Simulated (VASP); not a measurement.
Crystal: NiMoIrPdW.

```
Ni Mo Pd Ir W
1.0
     2.34460   -1.43138    0.00906
     2.34460    1.43138    0.00906
    -2.20600    0.00000   10.92374
Ni Mo Pd Ir W
1 1 1 1 1
Cartesian
  1.6857 0.0000 3.2343
  -0.5221 0.0000 9.9690
  0.0775 0.0000 5.3638
  3.2778 0.0000 1.1936
  1.6891 0.0000 7.5942
```

```yaml
Program: VASP 6.6.1
Task: relaxation of cell and atoms
Functional: RPBE
Potentials_or_basis: VASP PAW PBE potentials, release 64 (Ni, Mo_sv, Pd, Ir, W_sv)
Cutoff: 600 eV
k_mesh: 8 × 8 × 2
Occupations: fermi-dirac, width 0.05 eV
Spin: collinear spin, ferromagnetic start
Starting_moments: "[1.0, 1.0, 0.0, 0.6, 0.0] μB"
```

At the start: pressure 4.2 GPa; volume 14.68 Å³/atom.

Problem. Where does the relaxation end?

Solution. Over 22 steps the energy falls by 3.8 meV/atom and the volume is 14.93 Å³/atom (+1.7 %); space group Cm (No. 8, to 0.1 Å) before and after; moment 0.00 μB per cell.

The path:
```csv
step,energy change (eV),largest force (eV/Å),pressure (GPa),volume (Å³)
1,0.0000,0.1077,4.22,73.38
2,0.0663,0.3425,-8.55,77.56
3,-0.0164,0.0915,-0.07,74.64
4,-0.0178,0.0572,-0.08,74.64
5,-0.0183,0.0604,0.02,74.65
6,-0.0186,0.0361,-0.04,74.67
7,-0.0187,0.0299,-0.06,74.70
8,-0.0188,0.0231,0.13,74.63
9,-0.0188,0.0231,0.13,74.64
10,-0.0189,0.0282,-0.10,74.71
11,-0.0189,0.0240,-0.14,74.69
12,-0.0189,0.0211,-0.10,74.68
13,-0.0189,0.0164,0.04,74.66
14,-0.0190,0.0143,0.05,74.64
15,-0.0190,0.0105,-0.06,74.68
16,-0.0190,0.0101,-0.04,74.68
17,-0.0190,0.0103,-0.03,74.69
18,-0.0190,0.0103,-0.10,74.67
19,-0.0190,0.0169,0.15,74.62
20,-0.0190,0.0102,-0.01,74.65
21,-0.0190,0.0106,0.08,74.65
22,-0.0190,0.0099,0.06,74.66
```

Final structure:
```xyz
5
Lattice="2.3637 -1.4313 0.0151 2.3637 1.4313 0.0151 -2.1961 0.0000 11.0201" Properties=species:S:1:pos:R:3 pbc="T T T"
Ni    1.7030    0.0000    3.2621
Mo   -0.4827    0.0000   10.0610
Pd    0.0904    0.0000    5.4248
Ir    3.3120    0.0000    1.2068
W     1.7056    0.0000    7.6713
```

Caveat: the moments typed at the start vanished in this run; the PAW data sets were made with another functional, which shifts forces and pressure a little.
